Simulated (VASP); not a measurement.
# Yb (Fm-3m) in VASP: a series of runs

Runs on Yb. Level: LDA. Tasks: single point.

Everything below comes from runs of VASP 6.6.1. Logs are shortened: lines on timing, memory, paths and dates and some standing lists are left out, and cuts for length are marked.

## 1. The cell of the first run

It takes space group Fm-3m (No. 225, cubic). Conventional cell: a = 5.486 Å, b = 5.486 Å, c = 5.486 Å, α = 90.00°, β = 90.00°, γ = 90.00°. Within 5.1 Å of Yb (site symmetry m-3m) lie 12 Yb at 3.88 Å.

## 2. Single point, LDA, collinear spin, ferromagnetic start (41.28 Å³/atom)

INCAR reads:

```
SYSTEM = Yb
ALGO     = Normal         ! electronic algorithm
EDIFF    = 1E-6           ! SCF threshold, eV
ENCUT    = 520            ! plane-wave cutoff, eV
GGA      = CA             ! functional
ISIF     = 2              ! what is computed and relaxed
ISMEAR   = -1             ! smearing method
ISPIN    = 2              ! spin polarisation
LASPH    = .TRUE.         ! aspherical terms in the spheres
LCHARG   = .FALSE.        ! write CHGCAR
LMAXMIX  = 6              ! l up to which the mixer works
LORBIT   = 11             ! projections on sites
LREAL    = .FALSE.        ! projectors in reciprocal space
LWAVE    = .FALSE.        ! write WAVECAR
MAGMOM   = 1              ! initial moments
NBANDS   = 22             ! bands
NELM     = 150            ! most SCF steps
PREC     = Accurate       ! precision mode
SIGMA    = 0.05           ! smearing width, eV
```

KPOINTS reads:

```
k-points
0
G
  8 8 8
  0 0 0
```

POSCAR reads:

```
Yb
1.0
    0.0000000000      2.7431000000      2.7431000000
    2.7431000000      0.0000000000      2.7431000000
    2.7431000000      2.7431000000      0.0000000000
Yb
1
Direct
    0.0000000000      0.0000000000      0.0000000000
```

Potentials or basis: VASP PAW PBE potentials, release 64 (Yb).

The run is started by

```bash
$ cat potpaw_PBE.64/Yb/POTCAR > POTCAR
$ mpirun -np 1 vasp_std > vasp.out
```

OUTCAR:

```text
SYSTEM = Yb
   EDIFF = 1E-6
   ENCUT = 520
   GGA = CA
   ISIF = 2
   ISMEAR = -1
   ISPIN = 2
   LASPH = .TRUE.
   LORBIT = 11
   LREAL = .FALSE.
   NELM = 150
   PREC = Accurate

 ion  position               nearest neighbor table
   1  0.000  0.000  0.000-

  LATTYP: Found a face centered cubic cell.
 ALAT       =     5.4862000000

  Lattice vectors:

 A1 = (   0.0000000000,   2.7431000000,   2.7431000000)
 A2 = (   2.7431000000,   0.0000000000,   2.7431000000)
 A3 = (   2.7431000000,   2.7431000000,   0.0000000000)

Analysis of symmetry for initial positions (statically):
=====================================================================
 Subroutine PRICEL returns:
 Original cell was already a primitive cell.

 Routine SETGRP: Setting up the symmetry group for a
 face centered cubic supercell.

 Subroutine GETGRP returns: Found 48 space group operations
 (whereof 48 operations were pure point group operations)
 out of a pool of 48 trial point group operations.

The static configuration has the point symmetry O_h .

Analysis of symmetry for dynamics (positions and initial velocities):
=====================================================================
 Subroutine PRICEL returns:
 Original cell was already a primitive cell.

 Routine SETGRP: Setting up the symmetry group for a
 face centered cubic supercell.

 Subroutine GETGRP returns: Found 48 space group operations
 (whereof 48 operations were pure point group operations)
 out of a pool of 48 trial point group operations.

The dynamic configuration has the point symmetry O_h .

Analysis of structural, dynamic, and magnetic symmetry:
=====================================================================
 Subroutine PRICEL returns:
 Original cell was already a primitive cell.

 Routine SETGRP: Setting up the symmetry group for a
 face centered cubic supercell.

 Subroutine GETGRP returns: Found 48 space group operations
 (whereof 48 operations were pure point group operations)
 out of a pool of 48 trial point group operations.

The overall configuration has the point symmetry O_h .

 Subroutine INISYM returns: Found 48 space group operations
 (whereof 48 operations are pure point group operations),
 and found     1 'primitive' translations

----------------------------------------------------------------------------------------

                                     Primitive cell

  volume of cell :      41.2814

  direct lattice vectors                    reciprocal lattice vectors
     0.000000000  2.743100000  2.743100000    -0.182275528  0.182275528  0.182275528
     2.743100000  0.000000000  2.743100000     0.182275528 -0.182275528  0.182275528
     2.743100000  2.743100000  0.000000000     0.182275528  0.182275528 -0.182275528

  length of vectors
     3.879329223  3.879329223  3.879329223     0.315710475  0.315710475  0.315710475

  position of ions in fractional coordinates (direct lattice)
     0.000000000  0.000000000  0.000000000

  ion indices of the primitive-cell ions
   primitive index   ion index
                 1           1

----------------------------------------------------------------------------------------

 KPOINTS: k-points

Automatic generation of k-mesh.
 Grid dimensions read from file:
 generate k-points for:    8    8    8

 Generating k-lattice:

  Cartesian coordinates                     Fractional coordinates (reciprocal lattice)
    -0.022784441  0.022784441  0.022784441     0.125000000  0.000000000  0.000000000
     0.022784441 -0.022784441  0.022784441     0.000000000  0.125000000  0.000000000
     0.022784441  0.022784441 -0.022784441     0.000000000  0.000000000  0.125000000

  Length of vectors
     0.039463809  0.039463809  0.039463809

  Shift w.r.t. Gamma in fractional coordinates (k-lattice)
     0.000000000  0.000000000  0.000000000

 Subroutine IBZKPT returns following result:
 ===========================================

 Found     29 irreducible k-points:

 Following reciprocal coordinates:
            Coordinates               Weight
  0.000000  0.000000  0.000000      1.000000
  0.125000  0.000000  0.000000      8.000000
  0.250000  0.000000  0.000000      8.000000
  0.375000  0.000000  0.000000      8.000000
  0.500000  0.000000  0.000000      4.000000
  0.125000  0.125000  0.000000      6.000000
[... 16 lines left out ...]
  0.500000  0.250000  0.125000     48.000000
 -0.375000  0.250000  0.125000     24.000000
 [... further k-points ...]
   k-points           NKPTS =     29   k-points in BZ     NKDIM =     29   number of bands    NBANDS=     22
   number of dos      NEDOS =    301   number of ions     NIONS =      1
   total plane-waves  NPLWV =  27000
   dimension x,y,z NGX =    30 NGY =   30 NGZ =   30
   dimension x,y,z NGXF=    60 NGYF=   60 NGZF=   60
   ions per type =               1
   NGX,Y,Z   is equivalent  to a cutoff of  12.86, 12.86, 12.86 a.u.
   NGXF,Y,Z  is equivalent  to a cutoff of  25.71, 25.71, 25.71 a.u.
 SYSTEM =  Yb
[... 66 lines left out ...]
 spin component 1

 k-point     1 :       0.0000    0.0000    0.0000
  band No.  band energies     occupation
      1     -50.6416      1.00000
      2     -23.0904      1.00000
      3     -23.0904      1.00000
      4     -23.0904      1.00000
      5      -3.9501      1.00000
      6       0.4587      0.99991
[... 14 lines left out ...]
     21      12.2366      0.00000
     22      14.0890      0.00000

 k-point     2 :       0.1250    0.0000    0.0000
  band No.  band energies     occupation
      1     -50.6403      1.00000
      2     -23.1229      1.00000
      3     -23.0949      1.00000
      4     -23.0949      1.00000
      5      -3.6355      1.00000
      6       0.4623      0.99990
[... 14 lines left out ...]
     21      12.8341      0.00000
     22      15.1908      0.00000

 k-point     3 :       0.2500    0.0000    0.0000
  band No.  band energies     occupation
      1     -50.6372      1.00000
      2     -23.2002      1.00000
      3     -23.1057      1.00000
      4     -23.1057      1.00000
      5      -2.7625      1.00000
      6       0.4738      0.99988
[... 14 lines left out ...]
     21      13.8354      0.00000
     22      13.8910      0.00000
[... 476 lines left out ...]
 k-point    23 :       0.5000    0.2500    0.1250
  band No.  band energies     occupation
      1     -50.6324      1.00000
      2     -23.2601      1.00000
      3     -23.1698      1.00000
      4     -23.1322      1.00000
      5      -0.8612      1.00000
      6       0.5029      0.99978
[... 14 lines left out ...]
     21      12.8211      0.00000
     22      15.0997      0.00000

 k-point    24 :      -0.3750    0.2500    0.1250
  band No.  band energies     occupation
      1     -50.6313      1.00000
      2     -23.2776      1.00000
      3     -23.1774      1.00000
      4     -23.1391      1.00000
      5      -0.0333      1.00000
      6       0.4924      0.99982
[... 14 lines left out ...]
     21      11.9688      0.00000
     22      16.7461      0.00000

 [... further k-points ...]

 spin component 2

 k-point     1 :       0.0000    0.0000    0.0000
  band No.  band energies     occupation
      1     -50.6417      1.00000
      2     -23.0905      1.00000
      3     -23.0905      1.00000
      4     -23.0905      1.00000
      5      -3.9497      1.00000
      6       0.4584      0.99991
[... 14 lines left out ...]
     21      12.2369      0.00000
     22      14.0893      0.00000

 k-point     2 :       0.1250    0.0000    0.0000
  band No.  band energies     occupation
      1     -50.6404      1.00000
      2     -23.1229      1.00000
      3     -23.0949      1.00000
      4     -23.0949      1.00000
      5      -3.6351      1.00000
      6       0.4620      0.99990
[... 14 lines left out ...]
     21      12.8344      0.00000
     22      15.1911      0.00000

 k-point     3 :       0.2500    0.0000    0.0000
  band No.  band energies     occupation
      1     -50.6373      1.00000
      2     -23.2002      1.00000
      3     -23.1057      1.00000
      4     -23.1057      1.00000
      5      -2.7622      1.00000
      6       0.4735      0.99988
[... 14 lines left out ...]
     21      13.8357      0.00000
     22      13.8914      0.00000
[... 476 lines left out ...]
 k-point    23 :       0.5000    0.2500    0.1250
  band No.  band energies     occupation
      1     -50.6325      1.00000
      2     -23.2601      1.00000
      3     -23.1699      1.00000
      4     -23.1323      1.00000
      5      -0.8609      1.00000
      6       0.5026      0.99978
[... 14 lines left out ...]
     21      12.8214      0.00000
     22      15.1000      0.00000

 k-point    24 :      -0.3750    0.2500    0.1250
  band No.  band energies     occupation
      1     -50.6314      1.00000
      2     -23.2776      1.00000
      3     -23.1775      1.00000
      4     -23.1392      1.00000
      5      -0.0331      1.00000
      6       0.4921      0.99983
[... 14 lines left out ...]
     21      11.9691      0.00000
     22      16.7464      0.00000

 [... further k-points ...]
[... 5 lines left out ...]
  --------------------------------------------------------------------------------------
  -------------------------------------------------------------------------------------
  Total       -0.7135346     -0.7135346     -0.7135346      0.0000000     -0.0000000     -0.0000000
  in kB      -27.6930438    -27.6930438    -27.6930438      0.0000000     -0.0000000     -0.0000000
  external PRESSURE =     -27.6930438 kB  Pullay stress =       0.0000000 kB

 VOLUME and BASIS-vectors are now :
 -----------------------------------------------------------------------------
  energy-cutoff  :      520.00
  volume of cell :       41.28
      direct lattice vectors                 reciprocal lattice vectors
     0.000000000  2.743100000  2.743100000    -0.182275528  0.182275528  0.182275528
     2.743100000  0.000000000  2.743100000     0.182275528 -0.182275528  0.182275528
     2.743100000  2.743100000  0.000000000     0.182275528  0.182275528 -0.182275528

 POSITION                                       TOTAL-FORCE (eV/Angst)
 -----------------------------------------------------------------------------------
      0.00000      0.00000      0.00000        -0.000000      0.000000     -0.000000
 -----------------------------------------------------------------------------------
    total drift:                               -0.000000     -0.000000      0.000000

  FREE ENERGIE OF THE ION-ELECTRON SYSTEM (eV)
  ---------------------------------------------------
  free  energy   TOTEN  =        -3.9692851678 eV

  energy  without entropy=       -3.9575937858  energy(sigma->0) =       -3.96343948

 total charge

# of ion       s       p       d       f       tot
--------------------------------------------------
    1        2.220   5.934   0.204  13.661  22.019

 magnetization (x)

# of ion       s       p       d       f       tot
--------------------------------------------------
    1        0.000   0.000   0.000  -0.000  -0.000
```

It took 4.7 min on 1 thread of Intel Xeon 8259CL, shared host; peak memory 0.2 GiB.

Results:

| Quantity | Value |
| --- | --- |
| Free energy | -3.9693 eV |
| Pressure | -2.8 GPa |
| Band gap on the k mesh | zero (filled and empty bands touch) |
| Net moment | 0.00 μB per cell |
| Valence electrons inside the program's atomic spheres | Yb 22.02 |

Levels at points of the mesh, in eV from the Fermi level:
Spin up:
| k point | band 9 | band 10 | band 11 | band 12 | band 13 | band 14 | band 15 | band 16 |
| --- | --- | --- | --- | --- | --- | --- | --- | --- |
| (0.00, 0.00, 0.00) | -0.39 | -0.31 | -0.31 | -0.31 | 2.58 | 2.58 | 2.58 | 4.39 |
| (0.50, 0.00, 0.00) | -0.39 | -0.32 | -0.32 | -0.30 | 0.19 | 2.40 | 2.40 | 5.72 |
| (0.50, 0.50, 0.00) | -0.38 | -0.35 | -0.33 | -0.33 | 0.20 | 1.35 | 5.73 | 6.10 |
Spin down:
```tsv
k point	band 8	band 9	band 10	band 11	band 12	band 13	band 14	band 15	band 16	band 17
(0.00, 0.00, 0.00)	-0.39	-0.39	-0.31	-0.31	-0.31	2.58	2.58	2.58	4.39	4.39
(0.50, 0.00, 0.00)	-0.39	-0.39	-0.32	-0.32	-0.30	0.19	2.40	2.40	5.72	5.72
(0.50, 0.50, 0.00)	-0.38	-0.38	-0.35	-0.33	-0.33	0.20	1.35	5.73	6.10	6.11
```

Caveat: the PAW data sets were made with another functional, which shifts forces and pressure a little; spin-orbit coupling is left out, which moves the levels of the heavy elements.

## 3. Single point, LDA, collinear spin, ferromagnetic start (42.11 Å³/atom)

This run uses another cell than the first one, of 42.11 Å³/atom.

INCAR reads:

```
  ALGO = Normal
  EDIFF = 1E-6
  ENCUT = 520
  GGA = CA
  ISIF = 2
  ISMEAR = -1
  ISPIN = 2
  LASPH = T
  LCHARG = F
  LMAXMIX = 6
  LORBIT = 11
  LREAL = F
  LWAVE = F
  MAGMOM = 1
  NBANDS = 22
  NELM = 150
  PREC = Accurate
  SIGMA = 0.05
```

KPOINTS reads:

```
k-points
0
Gamma
  8 8 8
```

POSCAR reads:

```
Yb
1.0
    0.0000000000      2.7612667546      2.7612667546
    2.7612667546      0.0000000000      2.7612667546
    2.7612667546      2.7612667546      0.0000000000
Yb
1
Direct
    0.0000000000      0.0000000000      0.0000000000
```

Potentials or basis: VASP PAW PBE potentials, release 64 (Yb).

The run is started by

```bash
$ cat potpaw_PBE.64/Yb/POTCAR > POTCAR
$ mpirun -np 1 vasp_std > vasp.out
```

Wall time 4.8 min (1 thread of Intel Xeon 8259CL, shared host); peak memory 0.2 GiB.

It converged, with:

```
Free energy                                           : -3.9451 eV
Pressure                                              : -3.6 GPa
Band gap on the k mesh                                : zero (filled and empty bands overlap)
Net moment                                            : 0.00 μB per cell
Valence electrons inside the program's atomic spheres : Yb 22.01
```

Levels at points of the mesh, in eV from the Fermi level:
Spin up:
```
           k point  band 9  band 10  band 11  band 12  band 13  band 14  band 15  band 16
(0.00, 0.00, 0.00)   -0.38    -0.30    -0.30    -0.30     2.56     2.56     2.56     4.34
(0.50, 0.00, 0.00)   -0.39    -0.32    -0.32    -0.30     0.16     2.39     2.39     5.64
(0.50, 0.50, 0.00)   -0.38    -0.35    -0.33    -0.33     0.23     1.30     5.65     5.93
```
Spin down:
| k point | band 8 | band 9 | band 10 | band 11 | band 12 | band 13 | band 14 | band 15 | band 16 | band 17 |
| --- | --- | --- | --- | --- | --- | --- | --- | --- | --- | --- |
| (0.00, 0.00, 0.00) | -0.38 | -0.38 | -0.30 | -0.30 | -0.30 | 2.56 | 2.56 | 2.56 | 4.34 | 4.34 |
| (0.50, 0.00, 0.00) | -0.39 | -0.39 | -0.32 | -0.32 | -0.30 | 0.16 | 2.39 | 2.39 | 5.64 | 5.64 |
| (0.50, 0.50, 0.00) | -0.38 | -0.38 | -0.35 | -0.33 | -0.33 | 0.23 | 1.30 | 5.65 | 5.93 | 6.02 |

Caveat: the cell stands under tension; the PAW data sets were made with another functional, which shifts forces and pressure a little; spin-orbit coupling is left out, which moves the levels of the heavy elements. The state reached can hang on the start; a lower one may exist.

## 4. Single point, LDA, collinear spin, ferromagnetic start (42.93 Å³/atom)

This run uses another cell than the first one, of 42.93 Å³/atom.

INCAR reads:

```
PREC     = Accurate       # precision mode
ENCUT    = 520            # plane-wave cutoff, eV
EDIFF    = 1E-6           # SCF threshold, eV
ISMEAR   = -1             # smearing method
SIGMA    = 0.05           # smearing width, eV
LREAL    = F              # projectors in reciprocal space
LASPH    = T              # aspherical terms in the spheres
NELM     = 150            # most SCF steps
ALGO     = Fast           # electronic algorithm
ISIF     = 2              # what is computed and relaxed
LWAVE    = F              # write WAVECAR
LCHARG   = F              # write CHGCAR
ISPIN    = 2              # spin polarisation
MAGMOM   = 1              # initial moments
LORBIT   = 11             # projections on sites
LMAXMIX  = 6              # l up to which the mixer works
GGA      = CA             # functional
NBANDS   = 22             # bands
```

KPOINTS reads:

```
Automatic mesh
0
Gamma
  8 8 8
```

POSCAR reads:

```
Yb
1.0
    0.0000000000      2.7791975606      2.7791975606
    2.7791975606      0.0000000000      2.7791975606
    2.7791975606      2.7791975606      0.0000000000
Yb
1
Direct
    0.0000000000      0.0000000000      0.0000000000
```

The run is started by

```bash
$ cat potpaw_PBE.64/Yb/POTCAR > POTCAR
$ mpirun -np 1 vasp_std > vasp.out
```

Run time: 7.2 min. Hardware: 1 thread of Intel Xeon 8259CL, shared host; peak memory 0.2 GiB.

It converged, with:

```yaml
Free_energy: -3.9205 eV
Pressure: -5.0 GPa
Band_gap_on_the_k_mesh: zero (filled and empty bands overlap)
Net_moment: 0.00 μB per cell
Valence_electrons_inside_the_program's_atomic_spheres: Yb 22.01
```

Levels at points of the mesh, in eV from the Fermi level:
Spin up:
| k point | band 9 | band 10 | band 11 | band 12 | band 13 | band 14 | band 15 | band 16 |
| --- | --- | --- | --- | --- | --- | --- | --- | --- |
| (0.00, 0.00, 0.00) | -0.38 | -0.30 | -0.30 | -0.30 | 2.55 | 2.55 | 2.55 | 4.29 |
| (0.50, 0.00, 0.00) | -0.38 | -0.32 | -0.32 | -0.30 | 0.14 | 2.38 | 2.40 | 5.56 |
| (0.50, 0.50, 0.00) | -0.37 | -0.34 | -0.33 | -0.33 | 0.25 | 1.37 | 5.57 | 5.78 |
Spin down:
```
           k point  band 9  band 10  band 11  band 12  band 13  band 14  band 15  band 16
(0.00, 0.00, 0.00)   -0.38    -0.30    -0.30    -0.30     2.55     2.55     2.55     4.29
(0.50, 0.00, 0.00)   -0.38    -0.32    -0.32    -0.30     0.14     2.38     2.40     5.56
(0.50, 0.50, 0.00)   -0.37    -0.34    -0.33    -0.33     0.25     1.26     5.57     5.78
```

Caveat: the cell stands under tension; the PAW data sets were made with another functional, which shifts forces and pressure a little; spin-orbit coupling is left out, which moves the levels of the heavy elements.

## 5. The runs side by side

```tsv
cell	gap on the mesh (eV)	pressure (GPa)	moment (μB)
a = 3.879 Å, angles 60.0°, 1 atom	none	-2.8	0.00
a = 3.905 Å, angles 60.0°, 1 atom	none	-3.6	0.00
a = 3.930 Å, angles 60.0°, 1 atom	none	-5.0	0.00
```

Alike in all rows: task single point; level LDA; potentials or basis VASP PAW PBE potentials, release 64 (Yb); spin collinear, ferromagnetic start; k mesh 8 × 8 × 8; cutoff (eV) 520; smearing fermi-dirac 0.05 eV.

Caveats: the PAW data sets were made with another functional, which shifts forces and pressure a little; spin-orbit coupling is left out, which moves the levels of the heavy elements; the cell stands under tension (at least some runs).

Total energies depend on the potentials used, so only differences within one code and one set of settings carry meaning.
